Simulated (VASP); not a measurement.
Wanted: the native input for a VASP 6.6.1 run.

| Quantity | Value |
| --- | --- |
| Task | single point |
| Functional | r2SCAN |
| Potentials or basis | VASP PAW PBE potentials, release 64 (Li_sv, F) |
| Cutoff | 520 eV |
| k mesh | 12 × 12 × 6 |
| Occupations | gaussian, width 0.01 eV |
| Spin | no spin polarisation |
| Dipole correction | no |
| Further INCAR settings | ALGO = Normal; EDIFF = 1e-06; NBANDS = 18 |

Crystal: LiF.

```xyz
4
Lattice="2.9270 0.0000 0.0000 -1.4635 2.6682 0.0000 0.0000 0.0000 4.7853" Properties=species:S:1:pos:R:3 pbc="T T T"
Li    0.0000    1.7936   -0.0209
Li    1.4635    0.8747    2.3718
F     0.0000    1.8045    1.8154
F     1.4635    0.8637    4.2080
```

This cell differs from its parent crystal: uniaxial x strain -5.0%.

These files were run (other wordings do the same):

POSCAR

```
LiF
1.0
    2.9269619998      0.0000000000      0.0000000000
   -1.4634809999      2.6682352081      0.0000000000
    0.0000000000      0.0000000000      4.7853430013
Li F
2 2
Direct
    0.3360970915      0.6721941829     -0.0043603839
    0.6639029085      0.3278058171      0.4956396161
    0.3381514856      0.6763029712      0.3793603839
    0.6618485144      0.3236970288      0.8793603839
```

INCAR.step1

```
SYSTEM = LiF
  PREC = Accurate
  ENCUT = 520
  ISMEAR = 0
  SIGMA = 0.01
  LREAL = .FALSE.
  LASPH = .TRUE.
  NELM = 100
  NBANDS = 18
  GGA = PE
  ALGO = Normal
  EDIFF = 1E-4
  LWAVE = .TRUE.
  LCHARG = .FALSE.
```

INCAR.step2

```
SYSTEM = LiF
  PREC = Accurate
  ENCUT = 520
  EDIFF = 1E-6
  ISMEAR = 0
  SIGMA = 0.01
  LREAL = .FALSE.
  LASPH = .TRUE.
  NELM = 100
  ALGO = Normal
  ISIF = 2
  LWAVE = .FALSE.
  LCHARG = .FALSE.
  METAGGA = R2SCAN
  LMIXTAU = .TRUE.
  NBANDS = 18
  ISTART = 1
```

KPOINTS

```
regular mesh
0
G
  12 12 6
  0 0 0
```

Potentials or basis: VASP PAW PBE potentials, release 64 (Li_sv, F).

The run is started by

```sh
$ cat potpaw_PBE.64/Li_sv/POTCAR potpaw_PBE.64/F/POTCAR > POTCAR
$ cp INCAR.step1 INCAR
$ mpirun -np 1 vasp_std > vasp.out
$ cp INCAR.step2 INCAR
$ mpirun -np 1 vasp_std > vasp.out
```

Results of the run:

The largest force is 0.021 eV/Å and the band gap on the k mesh is 8.99 eV, direct.

Caveat: the cell differs from its parent crystal (uniaxial x strain -5.0%); the PAW data sets were made with another functional, which shifts forces and pressure a little.

Wall time 4.7 min on 1 thread of Intel(R) Xeon(R) Platinum 8375C CPU @ 2.90GHz (Ice Lake), with other jobs on the host, peak memory 0.22 GiB.
